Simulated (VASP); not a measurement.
# Cu (Fd-3m) in VASP: further runs

Runs on Cu. Level: PBE. Tasks: relaxation of cell and atoms.

All numbers are computed with VASP 6.6.1; they aren't measurements. Logs are shortened: lines on timing, memory, paths and dates and some standing lists are left out, and cuts for length are marked.

### 1 The cell of the first run

It takes space group Fd-3m (No. 227, cubic). Conventional cell: a = 4.428 Å, b = 4.428 Å, c = 4.428 Å, α = 90.00°, β = 90.00°, γ = 90.00°. Within 2.5 Å of Cu (site symmetry -43m) lie 4 Cu at 1.92 Å.

This isn't the form of Cu at room conditions, which is fcc.

### 2 Relaxation of cell and atoms, PBE, target pressure 60 GPa, at which the enthalpy is minimised

INCAR

```
  PREC = Accurate
  ENCUT = 600
  EDIFF = 1E-7
  ISMEAR = -1
  SIGMA = 0.05
  LREAL = F
  LASPH = T
  NELM = 60
  ALGO = Normal
  ISIF = 3
  LWAVE = F
  LCHARG = F
  GGA = PE
  IBRION = 2
  NSW = 60
  EDIFFG = -0.005
  PSTRESS = 600.0
```

KPOINTS

```
Automatic mesh
0
Gamma
  15 15 15
```

POSCAR

```
Cu
1.0
    0.0000000000      2.2138655959      2.2138655959
    2.2138655959      0.0000000000      2.2138655959
    2.2138655959      2.2138655959      0.0000000000
Cu
2
Direct
   -0.1250000000     -0.1250000000     -0.1250000000
    0.1250000000      0.1250000000      0.1250000000
```

Potentials or basis: VASP PAW PBE potentials, release 64 (Cu).

On the command line:

```bash
$ cat potpaw_PBE.64/Cu/POTCAR > POTCAR
$ mpirun -np 1 vasp_std > vasp.out
```

OUTCAR:

```text
PREC = Accurate
   ENCUT = 600
   EDIFF = 1E-7
   ISMEAR = -1
   LREAL = F
   LASPH = T
   NELM = 60
   ISIF = 3
   GGA = PE
   IBRION = 2
   NSW = 60
   EDIFFG = -0.005
   PSTRESS = 600.0

 ion  position               nearest neighbor table
   1  0.875  0.875  0.875-   2 1.92   2 1.92   2 1.92   2 1.92
   2  0.125  0.125  0.125-   1 1.92   1 1.92   1 1.92   1 1.92

  LATTYP: Found a face centered cubic cell.
 ALAT       =     4.4277311918

  Lattice vectors:

 A1 = (   0.0000000000,   2.2138655959,   2.2138655959)
 A2 = (   2.2138655959,   0.0000000000,   2.2138655959)
 A3 = (   2.2138655959,   2.2138655959,   0.0000000000)

Analysis of symmetry for initial positions (statically):
=====================================================================
 Subroutine PRICEL returns:
 Original cell was already a primitive cell.

 Routine SETGRP: Setting up the symmetry group for a
 face centered cubic supercell.

 Subroutine GETGRP returns: Found 48 space group operations
 (whereof 12 operations were pure point group operations)
 out of a pool of 48 trial point group operations.

The static configuration has the point symmetry D_3d.
 The point group associated with its full space group is O_h .

Analysis of symmetry for dynamics (positions and initial velocities):
=====================================================================
 Subroutine PRICEL returns:
 Original cell was already a primitive cell.

 Routine SETGRP: Setting up the symmetry group for a
 face centered cubic supercell.

 Subroutine GETGRP returns: Found 48 space group operations
 (whereof 12 operations were pure point group operations)
 out of a pool of 48 trial point group operations.

The dynamic configuration has the point symmetry D_3d.
 The point group associated with its full space group is O_h .

 Subroutine INISYM returns: Found 48 space group operations
 (whereof 12 operations are pure point group operations),
 and found     1 'primitive' translations

----------------------------------------------------------------------------------------

                                     Primitive cell

  volume of cell :      21.7012

  direct lattice vectors                    reciprocal lattice vectors
     0.000000000  2.213865596  2.213865596    -0.225849302  0.225849302  0.225849302
     2.213865596  0.000000000  2.213865596     0.225849302 -0.225849302  0.225849302
     2.213865596  2.213865596  0.000000000     0.225849302  0.225849302 -0.225849302

  length of vectors
     3.130878751  3.130878751  3.130878751     0.391182466  0.391182466  0.391182466

  position of ions in fractional coordinates (direct lattice)
     0.875000000  0.875000000  0.875000000
     0.125000000  0.125000000  0.125000000

  ion indices of the primitive-cell ions
   primitive index   ion index
                 1           1
                 2           2

----------------------------------------------------------------------------------------

 KPOINTS: Automatic mesh

Automatic generation of k-mesh.
 Grid dimensions read from file:
 generate k-points for:   15   15   15

 Generating k-lattice:

  Cartesian coordinates                     Fractional coordinates (reciprocal lattice)
    -0.015056620  0.015056620  0.015056620     0.066666667  0.000000000  0.000000000
     0.015056620 -0.015056620  0.015056620     0.000000000  0.066666667  0.000000000
     0.015056620  0.015056620 -0.015056620     0.000000000  0.000000000  0.066666667

  Length of vectors
     0.026078831  0.026078831  0.026078831

  Shift w.r.t. Gamma in fractional coordinates (k-lattice)
     0.000000000  0.000000000  0.000000000

 Subroutine IBZKPT returns following result:
 ===========================================

 Found    120 irreducible k-points:

 Following reciprocal coordinates:
            Coordinates               Weight
  0.000000  0.000000  0.000000      1.000000
  0.066667  0.000000  0.000000      8.000000
  0.133333  0.000000  0.000000      8.000000
  0.200000  0.000000  0.000000      8.000000
  0.266667  0.000000  0.000000      8.000000
  0.333333  0.000000  0.000000      8.000000
[... 16 lines left out ...]
  0.133333  0.133333  0.000000      6.000000
  0.200000  0.133333  0.000000     24.000000
 [... further k-points ...]
   k-points           NKPTS =    120   k-points in BZ     NKDIM =    120   number of bands    NBANDS=     15
   number of dos      NEDOS =    301   number of ions     NIONS =      2
   total plane-waves  NPLWV =  21952
   dimension x,y,z NGX =    28 NGY =   28 NGZ =   28
   dimension x,y,z NGXF=    56 NGYF=   56 NGZF=   56
   ions per type =               2
   NGX,Y,Z   is equivalent  to a cutoff of  14.87, 14.87, 14.87 a.u.
   NGXF,Y,Z  is equivalent  to a cutoff of  29.74, 29.74, 29.74 a.u.
 SYSTEM =  unknown system
   PREC   = accura    normal or accurate (medium, high low for compatibility)
   ISTART =      0    job   : 0-new  1-cont  2-samecut
   ICHARG =      2    charge: 1-file 2-atom 10-const
   ISPIN  =      1    spin polarized calculation?
   LNONCOLLINEAR =      F non collinear calculations
   LSORBIT =      F    spin-orbit coupling
   LASPH  =      T    aspherical Exc in radial PAW
   ENCUT  =  600.0 eV  44.10 Ry    6.64 a.u.   6.25  6.25  6.25*2*pi/ulx,y,z
   NELM   =     60;   NELMIN=  2; NELMDL= -5     # of ELM steps
   EDIFF  = 0.1E-06   stopping-criterion for ELM
   LREAL  =      F    real-space projection
   EDIFFG = -.5E-02   stopping-criterion for IOM
   NSW    =     60    number of steps for IOM
   IBRION =      2    ionic relax: 0-MD 1-quasi-New 2-CG
   NFREE  =      1    steps in history (QN), initial steepest desc. (CG)
   ISIF   =      3    stress and relaxation
   ISYM   =      2    0-nonsym 1-usesym 2-fastsym
   POTIM  = 0.5000    time-step for ionic-motion
   TEBEG  =    0.0;   TEEND  =   0.0 temperature during run
   PSTRESS=  600.0 pullay stress
   NELECT =      22.0000    total number of electrons
   NUPDOWN=      -1.0000    fix difference up-down
   EMIN   =  10.00;   EMAX   =-10.00  energy-range for DOS
   EFERMI =   0.00;   METHOD = LEGACY
   ISMEAR =    -1;   SIGMA  =   0.05  broadening in eV -4-tet -1-fermi 0-gaus
   EFERMI_NEDOS =   21; number of points for ismear=-14 and -15
   IALGO  =     38    algorithm
   IMIX   =      4    mixing-type and parameters
     AMIX     =   0.40;   BMIX     =  1.00
     AMIX_MAG =   1.60;   BMIX_MAG =  1.00
  volume/ion in A,a.u.               =      10.85        73.22
  Fermi-wavevector in a.u.,A,eV,Ry     =   1.644578  3.107802 36.798817  2.704637
  Thomas-Fermi vector in A             =   2.734520
   LORBIT       =      0    0 simple, 1 ext, 2 COOP (PROOUT), +10 PAW based schemes
   GGA     = PE    functional components
   LHFCALC =     F    Hartree Fock is set to
   AEXX    =    0.0000 exact exchange contribution
   IVDW    =     0    specifies the selected vdW correction
   LEPSILON=     F    determine dielectric tensor
   LRPA    =     F    only Hartree local field effects (RPA)
 conjugate gradient relaxation of ions
 non-spin polarized calculation
  energy-cutoff  :      600.00
  volume of cell :       21.70
 maximum number of plane-waves:       745
 NGX is ok and might be reduce to    28
   NGX = 13   NGY = 13   NGZ = 13

--------------------------------------- Ionic step        1  -------------------------------------------

 number of electron      21.9999986 magnetization

 Free energy of the ion-electron system (eV)
  ---------------------------------------------------
  ext. energy  EPLUGINS =         0.00000000
  ---------------------------------------------------
  free energy    TOTEN  =        -1.60855156 eV

  energy without entropy =       -1.60331726  energy(sigma->0) =       -1.60593441

------------------------ aborting loop because EDIFF is reached ----------------------------------------

  FORCE on cell =-STRESS in cart. coord.  units (eV):
  Direction    XX          YY          ZZ          XY          YZ          ZX
  --------------------------------------------------------------------------------------
  -------------------------------------------------------------------------------------
  Total       17.1042072     17.1042072     17.1042072     -0.0000000     -0.0000000      0.0000000
  in kB     1262.7860699   1262.7860699   1262.7860699     -0.0000000     -0.0000000      0.0000000
  external PRESSURE =     662.7860699 kB  Pullay stress =     600.0000000 kB
[... 23 lines left out ...]
  enthalpy is  TOTEN    =         6.5183391156 eV   P V=        8.1268906729

--------------------------------------- Ionic step        2  -------------------------------------------

 number of electron      21.9999984 magnetization

 E-fermi :   2.6211     XC(G=0):  -9.7708

 val. band max:        2.6177684183   @ k =  -0.4667   0.2000   0.0000
 cond. band min:       2.6227885898   @ k =  -0.4000   0.3333   0.0000
 fundamental gap:      0.0050201715
 Fermi energy:         2.6211241574

 k-point     1 :       0.0000    0.0000    0.0000
  band No.  band energies     occupation
      1      -3.5274      2.00000
      2      -0.2562      2.00000
      3      -0.2562      2.00000
      4      -0.2562      2.00000
      5      -0.2333      2.00000
      6      -0.2333      2.00000
      7       0.8052      2.00000
      8       0.8052      2.00000
      9       0.8052      2.00000
     10       1.4235      2.00000
     11       1.4235      2.00000
     12      12.2261      0.00000
     13      12.2261      0.00000
     14      12.2261      0.00000
     15      13.1509      0.00000
[... 525 lines left out ...]
  enthalpy is  TOTEN    =         5.8123816941 eV   P V=        9.6336676875

--------------------------------------- Ionic step        5  -------------------------------------------

 number of electron      21.9999994 magnetization

 Free energy of the ion-electron system (eV)
  ---------------------------------------------------
  ext. energy  EPLUGINS =         0.00000000
  ---------------------------------------------------
  free energy    TOTEN  =        -3.77718715 eV

  energy without entropy =       -3.77162266  energy(sigma->0) =       -3.77440490

 E-fermi :   6.8703     XC(G=0): -11.9767

 val. band max:        6.8398762272   @ k =  -0.4667   0.2000   0.0000
 cond. band min:       6.9174408771   @ k =  -0.4000   0.2667   0.0000
 fundamental gap:      0.0775646499
 Fermi energy:         6.8702586602

 k-point     1 :       0.0000    0.0000    0.0000
  band No.  band energies     occupation
      1      -1.9790      2.00000
      2       2.1073      2.00000
      3       2.1073      2.00000
      4       2.2120      2.00000
      5       2.2120      2.00000
      6       2.2120      2.00000
      7       4.0232      2.00000
      8       4.0232      2.00000
      9       4.0232      2.00000
     10       5.2578      2.00000
     11       5.2578      2.00000
     12      19.8431      0.00000
     13      19.8431      0.00000
     14      19.8431      0.00000
     15      20.2406      0.00000
[... 443 lines left out ...]
  FREE ENERGIE OF THE ION-ELECTRON SYSTEM (eV)
  ---------------------------------------------------
  free  energy   TOTEN  =        -3.7771871530 eV

  energy  without entropy=       -3.7716226563  energy(sigma->0) =       -3.77440490

  enthalpy is  TOTEN    =         5.8118821250 eV   P V=        9.5890692780

 reached required accuracy - stopping structural energy minimisation
```

Run time: 6.4 min. Hardware: 1 thread of Intel Xeon 8259CL, shared host; peak memory 0.19 GiB.

What came out:

| Property | Result |
| --- | --- |
| Free energy | -3.7772 eV |
| Relaxed volume | 12.80 Å³/atom |
| Relaxed cell | a = 3.308 Å, b = 3.308 Å, c = 3.308 Å, α = 60.00°, β = 60.00°, γ = 60.00° |
| Space group after relaxing (to 0.1 Å) | Fd-3m (No. 227) |
| Energy change on relaxing (the run minimises the enthalpy) | -1084.3 meV/atom |
| Ionic steps | 5 |
| Pressure after relaxing | 60.0 GPa |
| Band gap on the k mesh | zero (bands 11 and 12 overlap by 0.92 eV) |

The path:
```tsv
step	energy change (eV)	largest force (eV/Å)	pressure (GPa)	volume (Å³)
1	0.0000	0.0000	126.28	21.70
2	-3.7616	0.0000	-1.28	39.07
3	-2.4297	0.0000	51.99	26.35
4	-2.2127	0.0000	58.66	25.72
5	-2.1686	0.0000	60.00	25.61
```

Final structure:
```xyz
2
Lattice="0.0000 2.3394 2.3394 2.3394 0.0000 2.3394 2.3394 2.3394 0.0000" Properties=species:S:1:pos:R:3 pbc="T T T"
Cu    4.0939    4.0939    4.0939
Cu    0.5848    0.5848    0.5848
```

Levels at points of the mesh, in eV from the Fermi level:
| k point | band 9 | band 10 | band 11 | band 12 | band 13 | band 14 |
| --- | --- | --- | --- | --- | --- | --- |
| (0.00, 0.00, 0.00) | -2.85 | -1.61 | -1.61 | 12.97 | 12.97 | 12.97 |

Caveat: the cell is relaxed towards a set pressure, so the run minimises the enthalpy, not the energy; the volume moved by over 15 % at a fixed basis, so the end points are rough.

(Continued in part 2 of 2.)
